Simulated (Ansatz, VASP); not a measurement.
Al3N in VASP and in Ansatz

INCAR

```
PREC = Accurate
ENCUT = 520
EDIFF = 1E-7
ISMEAR = 0
SIGMA = 0.1
LREAL = False
LASPH = True
NELM = 150
ALGO = Normal
ISIF = 2
LWAVE = False
LCHARG = False
ISPIN = 2
MAGMOM = 0 0 0 3
LORBIT = 11
LDIPOL = True
IDIPOL = 3
DIPOL = 0.5 0.5 0.338
GGA = PE
NBANDS = 19
```

KPOINTS

```
Automatic mesh
0
Gamma
  9 9 1
```

File POSCAR:

```
Al3N
1.0
    2.8567582919      0.0000000000      0.0000000000
   -1.4283791460      2.4740252533      0.0000000000
    0.0000000000      0.0000000000     21.6013781961
Al N
3 1
Direct
    0.6666666667      0.3333333333      0.1851733701
    0.3333333333      0.6666666667      0.2916813827
    0.0000000000      0.0000000000      0.3981865471
    0.1666666667      0.0000000000      0.4750334957
```

Input for Ansatz:

```yaml
crystal:
  lattice:
    - [2.8567582919, 0.0, 0.0]
    - [-1.428379146, 2.4740252533, 0.0]
    - [0.0, 0.0, 21.6013781961]
  atoms:
    - { symbol: Al, position: [0.6666666667, 0.3333333333, 0.1851733701] }
    - { symbol: Al, position: [0.3333333333, 0.6666666667, 0.2916813827] }
    - { symbol: Al, position: [0.0, 0.0, 0.3981865471] }
    - { symbol: "N", position: [0.1666666667, 0.0, 0.4750334957], spin: 3.0 }
basis:
  ecutwfc: 420
kpoints:
  mp_grid: { grid: [9, 9, 1] }
hamiltonian:
  xc: pbe
  pseudopotentials: { kind: paw, azcp: { folder: soft_1 } }
scf:
  occupations: { method: gaussian, width: 0.1 }
output:
  forces: true
  eigenvalues: true
  populations: true
magnetization:
  spin_polarized: true
efield:
  axis: 3
  dipole_correction: true
  ramp_width: 0.04
```

Alike in both runs: task single point; functional PBE; k mesh 9 × 9 × 1; occupations gaussian, width 0.1 eV; collinear spin.

```csv
,VASP,Ansatz
version,VASP 6.6.1,Ansatz 0.2.0
potentials or method,"VASP PAW PBE potentials, release 64 (Al, N), cutoff 520 eV","scalar-relativistic, plane waves, PAW"
valence electrons in the cell,14,14
```

VASP gave:

| Property | Result |
| --- | --- |
| gap on the k mesh at the Fermi level (eV) | none |
| rms of the force components (eV/Å) | 0.959 |
| net moment per atom (μB) | 0.11 |
| size of the moment on the site where the two differ most (μB) | 0.31 |

Q: Which values does Ansatz return?

A: gap on the k mesh at the Fermi level (eV): none; rms of the force components (eV/Å): 0.951; net moment per atom (μB): 0.11; size of the moment on the site where the two differ most (μB): 0.29.

Site moments also hang on the region over which each program counts them. Atom by atom the forces differ by 0.008 eV/Å (rms over components). A gap of «none» marks a metal or a gap that the smearing closes.
